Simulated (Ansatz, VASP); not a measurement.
## One calculation of Si7Ge, two programs

```
Si Ge
1.0
     5.24925    0.00000    0.00000
     0.00000    5.24925    0.00000
     0.00000    0.00000    5.62729
Si Ge
7 1
Direct
  0.25258 0.25258 0.25226
  0.00000 0.50000 0.50000
  0.50000 0.50000 0.00000
  0.50000 0.00000 0.50000
  0.74742 0.25258 0.74774
  0.74742 0.74742 0.25226
  0.25258 0.74742 0.74774
  0.00000 0.00000 0.00000
```

Alike in both runs: task single point; functional r2SCAN; k mesh 8 × 8 × 8; occupations gaussian, width 0.02 eV; no spin polarisation.

|  | VASP | Ansatz |
| --- | --- | --- |
| version | VASP 6.6.1 | Ansatz 0.2.0 |
| potentials or method | VASP PAW PBE potentials, release 64 (Si, Ge_d), cutoff 520 eV | scalar-relativistic, plane waves, PAW |
| valence electrons in the cell | 42 | 42 |

|  | VASP | Ansatz | Ansatz less VASP |
| --- | --- | --- | --- |
| gap on the k mesh at the Fermi level (eV) | 0.21 | 0.20 | -0.011 |
| least direct gap on the mesh (eV) | 0.21 | 0.20 | -0.011 |
| pressure (GPa) | 5.2 | 5.4 | +0.20 |
| traceless stress, the component that is largest in VASP (GPa) | -5.46 | -5.43 | +0.029 |
| rms of the force components (eV/Å) | 0.007 | 0.000 | -0.0074 |

VASP's potentials were made for PBE, not for r2SCAN. Atom by atom the forces differ by 0.008 eV/Å (rms over components). With one functional, cell and mesh, what is left measures potentials, basis and numerics.
